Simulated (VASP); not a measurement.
Runs of VASP 6.6.1 on BaS. The structure is that of space group I4/mmm (No. 139), or close to it. The cells are those of the table. 

```csv
cell,gap on the mesh (eV),pressure (GPa)
"a = 4.701, b = 4.701, c = 4.517 Å, angles 61.3, 61.3, 57.4°, 2 atoms",2.51,-1.3
"a = 4.608, b = 4.608, c = 4.697 Å, angles 59.4, 59.4, 61.3°, 2 atoms",2.48,-1.8
"a = 4.615, b = 4.615, c = 4.878 Å, angles 58.1, 58.1, 63.8°, 2 atoms",2.28,-1.7
"a = 4.531, b = 4.531, c = 4.878 Å, angles 57.4, 57.4, 65.1°, 2 atoms",(b),1.4
"a = 4.701, b = 4.701, c = 4.878 Å, angles 58.7, 58.7, 62.5°, 2 atoms",(a),-3.7
"a = 4.788, b = 4.788, c = 4.878 Å, angles 59.4, 59.4, 61.2°, 2 atoms",2.62,-4.9
```

Alike in all rows: task single point; level r2SCAN; potentials or basis VASP PAW PBE potentials, release 64 (Ba_sv, S); no spin polarisation; k mesh 6 × 6 × 6; cutoff (eV) 520; smearing gaussian 0.05 eV.

Problem. Fill in the values left out.

Solution. (a) 2.49; (b) 1.97.

Caveats: the PAW data sets were made with another functional, which shifts forces and pressure a little; spin-orbit coupling is left out, which moves the levels of the heavy elements.

A k mesh can miss the band edges, and the runs leave out spin-orbit coupling on Ba.
